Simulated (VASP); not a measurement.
Write the native input for VASP 6.6.1 that does the following.

- Task: single point
- Functional: PBE
- Dispersion: D3(BJ)
- Potentials or basis: VASP PAW PBE potentials, release 64 (C)
- Cutoff: 520 eV
- k mesh: 2 × 2 × 1
- Occupations: fermi-dirac, width 0.05 eV
- Spin: no spin polarisation
- Dipole correction: no
- Further INCAR settings: LREAL = Auto; ALGO = Normal; EDIFF = 1e-07; NBANDS = 51

The structure of C lies in POSCAR:

```
C
1.0
    7.3980000000      0.0000000000      0.0000000000
   -3.6990000000      6.4068560000      0.0000000000
    0.0000000000      0.0000000000     11.0000000000
C
18
Direct
    0.0023824931     -0.0004526401      0.0884363636
    0.2239344956      0.1173742628      0.0951000000
   -0.0001841235      0.3342357000      0.0917000000
    0.2233291281      0.4470367369      0.0941000000
   -0.0002877553      0.6611979417      0.0911545455
    0.2251271757      0.7822089337      0.0912000000
    0.3320339052      0.0064306112      0.0885363636
    0.5569878798      0.1124888713      0.0897636364
    0.3351362843      0.3413999004      0.0872454545
    0.5489682713      0.4419484377      0.0911454545
    0.3354947670      0.6639606072      0.0890818182
    0.5564401161      0.7693008864      0.0897181818
    0.6698198689      0.0029811814      0.0922636364
    0.8890965530      0.1060114352      0.0904000000
    0.6689624688      0.3399795469      0.0929181818
    0.8871506456      0.4419952626      0.0888181818
    0.6625221463      0.6592156902      0.0920909091
    0.8830998215      0.7726878831      0.0927090909
```

These files were run (other wordings do the same):

INCAR

```
PREC = Accurate ; ENCUT = 520
EDIFF = 1E-7 ; ISMEAR = -1
SIGMA = 0.05 ; LREAL = Auto
LASPH = True ; NELM = 80
ALGO = Normal ; ISIF = 2
LWAVE = False ; LCHARG = False
GGA = PE ; IVDW = 12
NBANDS = 51
```

KPOINTS

```
regular mesh
0
Gamma
  2 2 1
```

Potentials or basis: VASP PAW PBE potentials, release 64 (C).

The run is started by

```console
$ cat potpaw_PBE.64/C/POTCAR > POTCAR
$ mpirun -np 1 vasp_std > vasp.out
```

It gave:

- Largest force: 2.883 eV/Å
- Band gap on the k mesh: 0.01 eV
- Dispersion energy per atom: -0.089 eV

Caveat: the k points lie up to 0.49 Å⁻¹ apart.

It took 2.2 min on 1 thread of Intel(R) Xeon(R) 6975P-C (Granite Rapids) (shared host), peak memory 0.56 GiB.
